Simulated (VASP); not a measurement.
Crystal: SiC.

```
Si C
1.0
     3.07756    0.00000    0.00000
    -1.53878    2.66524    0.00000
     0.00000    0.00000    9.97596
Si C
4 4
Direct
  0.00000 0.00000 0.99959
  0.33333 0.66667 0.24968
  0.00000 0.00000 0.49959
  0.66667 0.33333 0.74968
  0.00000 0.00000 0.18752
  0.33333 0.66667 0.43822
  0.00000 0.00000 0.68752
  0.66667 0.33333 0.93822
```

This cell differs from its parent crystal: uniaxial z strain -1.0%.

Base run:

```yaml
Program: VASP 6.6.1
Functional: r2SCAN
Potentials_or_basis: VASP PAW PBE potentials, release 64 (Si, C)
Cutoff: 520 eV
k_mesh: 12 × 12 × 4
Occupations: gaussian, width 0.01 eV
Spin: no spin polarisation
```

Its results: band gap on the k mesh 2.63 eV (least direct gap 3.83 eV); pressure 2.1 GPa.

Question: The run is repeated on the same cell with these changes: functional from r2SCAN to HSE06; k mesh from 12 × 12 × 4 to 6 × 6 × 2. What comes out?

Answer: Band gap on the k mesh 3.17 eV (least direct gap 4.42 eV); pressure 0.8 GPa.

Several settings changed at once.

Caveats: the PAW data sets were made with another functional, which shifts forces and pressure a little.

A k mesh can miss the band edges.
